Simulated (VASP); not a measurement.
# S (Fd-3m) in VASP: a series of runs

The runs below take S through relaxation of cell and atoms, with PBEsol.

All numbers are computed with VASP 6.6.1; they aren't measurements. Logs are shortened: lines on timing, memory, paths and dates and some standing lists are left out, and cuts for length are marked.

### 1 The cell of the first run

The structure is cubic, space group Fd-3m (No. 227). The conventional cell has a = 5.780 Å, b = 5.780 Å, c = 5.780 Å, α = 90.00°, β = 90.00°, γ = 90.00°. S (site symmetry -43m) has 4 S at 2.50 Å within 3.3 Å.

### 2 Relaxation of cell and atoms, PBEsol, target pressure 10 GPa, at which the enthalpy is minimised

Contents of INCAR:

```
SYSTEM = S
PREC = Accurate ; ENCUT = 600
EDIFF = 1E-7 ; ISMEAR = 1
SIGMA = 0.02 ; LREAL = .FALSE.
LASPH = .TRUE. ; NELM = 100
ALGO = Normal ; ISIF = 3
LWAVE = .FALSE. ; LCHARG = .FALSE.
GGA = PS ; IBRION = 2
NSW = 60 ; EDIFFG = -0.02
PSTRESS = 100.0
```

Contents of KPOINTS:

```
Automatic mesh
0
G
  5 5 5
  0 0 0
```

Contents of POSCAR:

```
S
1.0
    0.0000000000      2.8900000000      2.8900000000
    2.8900000000      0.0000000000      2.8900000000
    2.8900000000      2.8900000000      0.0000000000
S
2
Direct
    0.0000000000      0.0000000000      0.0000000000
    0.2500000000      0.2500000000      0.2500000000
```

Potentials or basis: VASP PAW PBE potentials, release 64 (S).

Run with:

```
$ cat potpaw_PBE.64/S/POTCAR > POTCAR
$ mpirun -np 1 vasp_std > vasp.out
```

OUTCAR:

```text
SYSTEM = S
   PREC = Accurate
   ENCUT = 600
   EDIFF = 1E-7
   ISMEAR = 1
   LREAL = .FALSE.
   LASPH = .TRUE.
   NELM = 100
   ISIF = 3
   GGA = PS
   IBRION = 2
   NSW = 60
   EDIFFG = -0.02
   PSTRESS = 100.0

 ion  position               nearest neighbor table
   1  0.000  0.000  0.000-   2 2.50   2 2.50   2 2.50   2 2.50
   2  0.250  0.250  0.250-   1 2.50   1 2.50   1 2.50   1 2.50

  LATTYP: Found a face centered cubic cell.
 ALAT       =     5.7800000000

  Lattice vectors:

 A1 = (   0.0000000000,   2.8900000000,   2.8900000000)
 A2 = (   2.8900000000,   0.0000000000,   2.8900000000)
 A3 = (   2.8900000000,   2.8900000000,   0.0000000000)

Analysis of symmetry for initial positions (statically):
=====================================================================
 Subroutine PRICEL returns:
 Original cell was already a primitive cell.

 Routine SETGRP: Setting up the symmetry group for a
 face centered cubic supercell.

 Subroutine GETGRP returns: Found 48 space group operations
 (whereof 24 operations were pure point group operations)
 out of a pool of 48 trial point group operations.

The static configuration has the point symmetry T_d .
 The point group associated with its full space group is O_h .

Analysis of symmetry for dynamics (positions and initial velocities):
=====================================================================
 Subroutine PRICEL returns:
 Original cell was already a primitive cell.

 Routine SETGRP: Setting up the symmetry group for a
 face centered cubic supercell.

 Subroutine GETGRP returns: Found 48 space group operations
 (whereof 24 operations were pure point group operations)
 out of a pool of 48 trial point group operations.

The dynamic configuration has the point symmetry T_d .
 The point group associated with its full space group is O_h .

 Subroutine INISYM returns: Found 48 space group operations
 (whereof 24 operations are pure point group operations),
 and found     1 'primitive' translations

----------------------------------------------------------------------------------------

                                     Primitive cell

  volume of cell :      48.2751

  direct lattice vectors                    reciprocal lattice vectors
     0.000000000  2.890000000  2.890000000    -0.173010381  0.173010381  0.173010381
     2.890000000  0.000000000  2.890000000     0.173010381 -0.173010381  0.173010381
     2.890000000  2.890000000  0.000000000     0.173010381  0.173010381 -0.173010381

  length of vectors
     4.087077195  4.087077195  4.087077195     0.299662769  0.299662769  0.299662769

  position of ions in fractional coordinates (direct lattice)
     0.000000000  0.000000000  0.000000000
     0.250000000  0.250000000  0.250000000

  ion indices of the primitive-cell ions
   primitive index   ion index
                 1           1
                 2           2

----------------------------------------------------------------------------------------

 KPOINTS: Automatic mesh

Automatic generation of k-mesh.
 Grid dimensions read from file:
 generate k-points for:    5    5    5

 Generating k-lattice:

  Cartesian coordinates                     Fractional coordinates (reciprocal lattice)
    -0.034602076  0.034602076  0.034602076     0.200000000  0.000000000  0.000000000
     0.034602076 -0.034602076  0.034602076     0.000000000  0.200000000  0.000000000
     0.034602076  0.034602076 -0.034602076     0.000000000  0.000000000  0.200000000

  Length of vectors
     0.059932554  0.059932554  0.059932554

  Shift w.r.t. Gamma in fractional coordinates (k-lattice)
     0.000000000  0.000000000  0.000000000

 Subroutine IBZKPT returns following result:
 ===========================================

 Found     10 irreducible k-points:

 Following reciprocal coordinates:
            Coordinates               Weight
  0.000000  0.000000  0.000000      1.000000
  0.200000  0.000000  0.000000      8.000000
  0.400000  0.000000  0.000000      8.000000
  0.200000  0.200000  0.000000      6.000000
  0.400000  0.200000  0.000000     24.000000
 -0.400000  0.200000  0.000000     24.000000
 -0.200000  0.200000  0.000000     12.000000
  0.400000  0.400000  0.000000      6.000000
 -0.400000  0.400000  0.000000     12.000000
 -0.400000  0.400000  0.200000     24.000000
   k-points           NKPTS =     10   k-points in BZ     NKDIM =     10   number of bands    NBANDS=     10
   number of dos      NEDOS =    301   number of ions     NIONS =      2
   total plane-waves  NPLWV =  46656
   dimension x,y,z NGX =    36 NGY =   36 NGZ =   36
   dimension x,y,z NGXF=    72 NGYF=   72 NGZF=   72
   ions per type =               2
   NGX,Y,Z   is equivalent  to a cutoff of  14.64, 14.64, 14.64 a.u.
   NGXF,Y,Z  is equivalent  to a cutoff of  29.29, 29.29, 29.29 a.u.
 SYSTEM =  S
   PREC   = accura    normal or accurate (medium, high low for compatibility)
   ISTART =      0    job   : 0-new  1-cont  2-samecut
   ICHARG =      2    charge: 1-file 2-atom 10-const
   ISPIN  =      1    spin polarized calculation?
   LNONCOLLINEAR =      F non collinear calculations
   LSORBIT =      F    spin-orbit coupling
   LASPH  =      T    aspherical Exc in radial PAW
   ENCUT  =  600.0 eV  44.10 Ry    6.64 a.u.   8.16  8.16  8.16*2*pi/ulx,y,z
   NELM   =    100;   NELMIN=  2; NELMDL= -5     # of ELM steps
   EDIFF  = 0.1E-06   stopping-criterion for ELM
   LREAL  =      F    real-space projection
   EDIFFG = -.2E-01   stopping-criterion for IOM
   NSW    =     60    number of steps for IOM
   IBRION =      2    ionic relax: 0-MD 1-quasi-New 2-CG
   NFREE  =      1    steps in history (QN), initial steepest desc. (CG)
   ISIF   =      3    stress and relaxation
   ISYM   =      2    0-nonsym 1-usesym 2-fastsym
   POTIM  = 0.5000    time-step for ionic-motion
   TEBEG  =    0.0;   TEEND  =   0.0 temperature during run
   PSTRESS=  100.0 pullay stress
   NELECT =      12.0000    total number of electrons
   NUPDOWN=      -1.0000    fix difference up-down
   EMIN   =  10.00;   EMAX   =-10.00  energy-range for DOS
   EFERMI =   0.00;   METHOD = LEGACY
   ISMEAR =     1;   SIGMA  =   0.02  broadening in eV -4-tet -1-fermi 0-gaus
   EFERMI_NEDOS =   21; number of points for ismear=-14 and -15
   IALGO  =     38    algorithm
   IMIX   =      4    mixing-type and parameters
     AMIX     =   0.40;   BMIX     =  1.00
     AMIX_MAG =   1.60;   BMIX_MAG =  1.00
  volume/ion in A,a.u.               =      24.14       162.89
  Fermi-wavevector in a.u.,A,eV,Ry     =   1.029344  1.945179 14.416054  1.059550
  Thomas-Fermi vector in A             =   2.163387
   LORBIT       =      0    0 simple, 1 ext, 2 COOP (PROOUT), +10 PAW based schemes
   GGA     = PS    functional components
   LHFCALC =     F    Hartree Fock is set to
   AEXX    =    0.0000 exact exchange contribution
   IVDW    =     0    specifies the selected vdW correction
   LEPSILON=     F    determine dielectric tensor
   LRPA    =     F    only Hartree local field effects (RPA)
 conjugate gradient relaxation of ions
 non-spin polarized calculation
 Methfessel and Paxton  Order N= 1 SIGMA  =   0.02
  energy-cutoff  :      600.00
  volume of cell :       48.28
 maximum number of plane-waves:      1639
 NGX is ok and might be reduce to    36
   NGX = 17   NGY = 17   NGZ = 17

--------------------------------------- Ionic step        1  -------------------------------------------

 number of electron      12.0000000 magnetization

 Free energy of the ion-electron system (eV)
  ---------------------------------------------------
  ext. energy  EPLUGINS =         0.00000000
  ---------------------------------------------------
  free energy    TOTEN  =        -6.89491491 eV

  energy without entropy =       -6.89469476  energy(sigma->0) =       -6.89484153

 E-fermi :   3.5150     XC(G=0):  -8.9371

 val. band max:        3.3869453192   @ k =  -0.2000   0.2000   0.0000
 cond. band min:       3.5267858752   @ k =  -0.4000   0.2000   0.0000
 fundamental gap:      0.1398405559
 Fermi energy:         3.5149511231

 k-point     1 :       0.0000    0.0000    0.0000
  band No.  band energies     occupation
      1     -12.3367      2.00000
      2      -5.6078      2.00000
      3      -0.4278      2.00000
      4      -0.4278      2.00000
      5      -0.4278      2.00000
      6       2.4867      2.00000
      7       2.4867      2.00000
      8       2.4867      2.00000
      9       8.7615      0.00000
     10      11.2310      0.00000
[... 319 lines left out ...]
  FREE ENERGIE OF THE ION-ELECTRON SYSTEM (eV)
  ---------------------------------------------------
  free  energy   TOTEN  =        -6.4371944016 eV

  energy  without entropy=       -6.4370043808  energy(sigma->0) =       -6.43713106

  enthalpy is  TOTEN    =        -4.1693824297 eV   P V=        2.2678119719

--------------------------------------- Ionic step        3  -------------------------------------------

 number of electron      11.9999999 magnetization

 Free energy of the ion-electron system (eV)
  ---------------------------------------------------
  ext. energy  EPLUGINS =         0.00000000
  ---------------------------------------------------
  free energy    TOTEN  =        -6.74368615 eV

  energy without entropy =       -6.74341760  energy(sigma->0) =       -6.74359663

 E-fermi :   5.6038     XC(G=0):  -9.8075

 val. band max:        5.4655913882   @ k =  -0.2000   0.2000   0.0000
 cond. band min:       5.6139571814   @ k =   0.4000   0.0000   0.0000
 fundamental gap:      0.1483657933
 Fermi energy:         5.6037772440

 k-point     1 :       0.0000    0.0000    0.0000
  band No.  band energies     occupation
      1     -11.7767      2.00000
      2      -2.5055      2.00000
      3       0.9490      2.00000
      4       0.9490      2.00000
      5       0.9490      2.00000
      6       4.3145      2.00000
      7       4.3145      2.00000
      8       4.3145      2.00000
      9      11.0491      0.00000
     10      12.9529      0.00000
[... 137 lines left out ...]
 POSITION                                       TOTAL-FORCE (eV/Angst)
 -----------------------------------------------------------------------------------
      0.00000      0.00000      0.00000        -0.000000     -0.000000     -0.000000
      1.35453      1.35453      1.35453         0.000000      0.000000      0.000000
 -----------------------------------------------------------------------------------
    total drift:                                0.000000      0.000000     -0.000000

  FREE ENERGIE OF THE ION-ELECTRON SYSTEM (eV)
  ---------------------------------------------------
  free  energy   TOTEN  =        -6.7436861479 eV

  energy  without entropy=       -6.7434175999  energy(sigma->0) =       -6.74359663

  enthalpy is  TOTEN    =        -4.2618608060 eV   P V=        2.4818253419

 reached required accuracy - stopping structural energy minimisation
```

Run time: 36 s. Hardware: 1 thread of Intel Xeon 6975P-C, shared host; peak memory 0.2 GiB.

What came out:

- Free energy: -6.7437 eV
- Relaxed volume: 19.88 Å³/atom
- Relaxed cell: a = 3.831 Å, b = 3.831 Å, c = 3.831 Å, α = 60.00°, β = 60.00°, γ = 60.00°
- Space group after relaxing (to 0.05 Å): Fd-3m (No. 227)
- Energy change on relaxing (the enthalpy is what falls): +75.6 meV/atom
- Ionic steps: 3
- Pressure after relaxing: 10.0 GPa
- Band gap on the k mesh: zero (band 6 reaches 5.79 eV, above the bottom of band 7 at 4.31 eV)

Step by step:
```csv
step,energy change (eV),largest force (eV/Å),pressure (GPa),volume (Å³)
1,0.0000,0.0000,-2.43,48.28
2,0.4577,0.0000,19.18,36.33
3,0.1512,0.0000,10.02,39.76
```

Final structure:
```
S
1.0
     0.00000    2.70905    2.70905
     2.70905    0.00000    2.70905
     2.70905    2.70905    0.00000
S
2
Direct
  0.00000 0.00000 0.00000
  0.25000 0.25000 0.25000
```

Caveat: the k points lie up to 0.40 Å⁻¹ apart in the final cell; the cell is relaxed towards a set pressure, so the enthalpy falls and the energy may rise; the volume moved by over 15 % at a fixed basis, so the end points are rough; the PAW data sets were made with another functional, which shifts forces and pressure a little.

### 3 Relaxation of cell and atoms, PBEsol, target pressure 20 GPa, at which the enthalpy is minimised

Contents of INCAR:

```
SYSTEM = S
PREC = Accurate
ENCUT = 600
EDIFF = 1E-6
ISMEAR = 1
SIGMA = 0.02
LREAL = .FALSE.
LASPH = .TRUE.
NELM = 100
ALGO = Normal
ISIF = 3
LWAVE = .FALSE.
LCHARG = .FALSE.
GGA = PS
IBRION = 2
NSW = 60
EDIFFG = -0.02
PSTRESS = 200.0
```

KPOINTS is that of step 2.

POSCAR is that of step 2.

Potentials or basis: VASP PAW PBE potentials, release 64 (S).

Run with:

```
$ cat potpaw_PBE.64/S/POTCAR > POTCAR
$ mpirun -np 1 vasp_std > vasp.out
```

It took 45 s on 1 thread of Intel Xeon 6975P-C, shared host; peak memory 0.2 GiB.

Results (log left out):

```
Free energy                                            : -6.4067 eV
Relaxed volume                                         : 18.04 Å³/atom
Relaxed cell                                           : a = 3.709 Å, b = 3.709 Å, c = 3.709 Å, α = 60.00°, β = 60.00°, γ = 60.00°
Space group after relaxing (to 0.05 Å)                 : Fd-3m (No. 227)
Energy change on relaxing (the enthalpy is what falls) : +244.1 meV/atom
Ionic steps                                            : 6
Pressure after relaxing                                : 20.0 GPa
Band gap on the k mesh                                 : zero (band 6 reaches 7.00 eV, above the bottom of band 7 at 5.32 eV)
```

Step by step:
| step | energy change (eV) | largest force (eV/Å) | pressure (GPa) | volume (Å³) |
| --- | --- | --- | --- | --- |
| 1 | 0.0000 | 0.0000 | -2.44 | 48.28 |
| 2 | 2.1871 | 0.0000 | 55.78 | 28.30 |
| 3 | 0.4780 | 0.0000 | 19.58 | 36.17 |
| 4 | 0.5054 | 0.0000 | 20.46 | 35.95 |
| 5 | 0.4747 | 0.0000 | 19.63 | 36.19 |
| 6 | 0.4882 | 0.0000 | 20.00 | 36.08 |

Final structure:
```cif
data_structure
_symmetry_space_group_name_H-M 'P 1'
_symmetry_Int_Tables_number 1
_cell_length_a 3.7092
_cell_length_b 3.7092
_cell_length_c 3.7092
_cell_angle_alpha 60.000
_cell_angle_beta 60.000
_cell_angle_gamma 60.000
_cell_volume 36.08
loop_
_atom_site_label
_atom_site_type_symbol
_atom_site_fract_x
_atom_site_fract_y
_atom_site_fract_z
_atom_site_occupancy
S1 S 0.00000 0.00000 0.00000 1
S2 S 0.25000 0.25000 0.25000 1
```

Levels at points of the mesh, in eV from the Fermi level:
| k point | band 3 | band 4 | band 5 | band 6 | band 7 | band 8 | band 9 | band 10 |
| --- | --- | --- | --- | --- | --- | --- | --- | --- |
| (0.00, 0.00, 0.00) | -4.97 | -4.97 | -4.97 | -1.38 | -1.38 | -1.38 | 5.65 | 7.21 |

Caveat: the k points lie up to 0.41 Å⁻¹ apart in the final cell; the cell is relaxed towards a set pressure, so the enthalpy falls and the energy may rise; the volume moved by over 15 % at a fixed basis, so the end points are rough; the PAW data sets were made with another functional, which shifts forces and pressure a little.

[end of part 1 of 2]
